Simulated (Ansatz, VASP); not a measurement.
SbO4 in VASP and in Ansatz

```
Sb O
1.0
     4.28957    0.00000    0.00000
    -2.14478    3.71488    0.00000
     0.00000    0.00000    3.66068
Sb O
1 4
Direct
  0.00000 0.00000 0.00000
  0.33333 0.66667 0.67899
  0.33333 0.66667 0.32101
  0.66667 0.33333 0.32101
  0.66667 0.33333 0.67899
```

Alike in both runs: task relaxation of cell and atoms; functional PBE; k mesh 12 × 12 × 10; occupations gaussian, width 0.1 eV; no spin polarisation.

|  | VASP | Ansatz |
| --- | --- | --- |
| version | VASP 6.6.1 | Ansatz 0.2.0 |
| potentials or method | VASP PAW PBE potentials, release 64 (Sb, O), cutoff 600 eV | scalar-relativistic, plane waves, PAW |
| valence electrons in the cell | 29 | 39 |

Ansatz gave:

| Item | Value |
| --- | --- |
| gap on the k mesh at the Fermi level, each at its own relaxed structure (eV) | none |
| relaxed volume (Å³/atom) | 11.61 |
| relaxed length of the cell vector where the two differ most in proportion (Å) | 4.277 |

Question: Which values does VASP return?

Answer: gap on the k mesh at the Fermi level, each at its own relaxed structure (eV): none; relaxed volume (Å³/atom): 11.48; relaxed length of the cell vector where the two differ most in proportion (Å): 4.257.

A gap of «none» marks a metal or a gap that the smearing closes. VASP's potentials hold 29 valence electrons a cell and Ansatz's 39, so a difference there can come from the potentials and not from the codes.

Neither program's run includes spin-orbit coupling.
